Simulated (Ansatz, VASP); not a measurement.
**Two plane-wave programs on ZnS3**

```xyz
4
Lattice="4.3166 0.0000 0.0000 0.0000 4.3166 0.0000 0.0000 0.0000 4.3166" Properties=species:S:1:pos:R:3 pbc="T T T"
Zn    0.0000    0.0000    0.0000
S     0.0000    2.1583    2.1583
S     2.1583    0.0000    2.1583
S     2.1583    2.1583    0.0000
```

Change from the starting cell: species swapped into the YSn3 type (Pm-3m, No. 221).

Alike in both runs: task single point; functional PBE; k mesh 4 × 4 × 4; occupations gaussian, width 0.1 eV; no spin polarisation.

|  | VASP | Ansatz |
| --- | --- | --- |
| version | VASP 6.6.1 | Ansatz 0.2.0 |
| potentials or method | VASP PAW PBE potentials, release 64 (Zn, S), cutoff 520 eV | scalar-relativistic, plane waves, PAW |
| valence electrons in the cell | 30 | 30 |

```tsv
	VASP	Ansatz	Ansatz less VASP
gap on the k mesh at the Fermi level (eV)	none	none	-
pressure (GPa)	-8.5	-8.5	+0.02
```

A gap of «none» marks a metal or a gap that the smearing closes.

The k mesh is coarse, so the values compare programs but aren't converged.
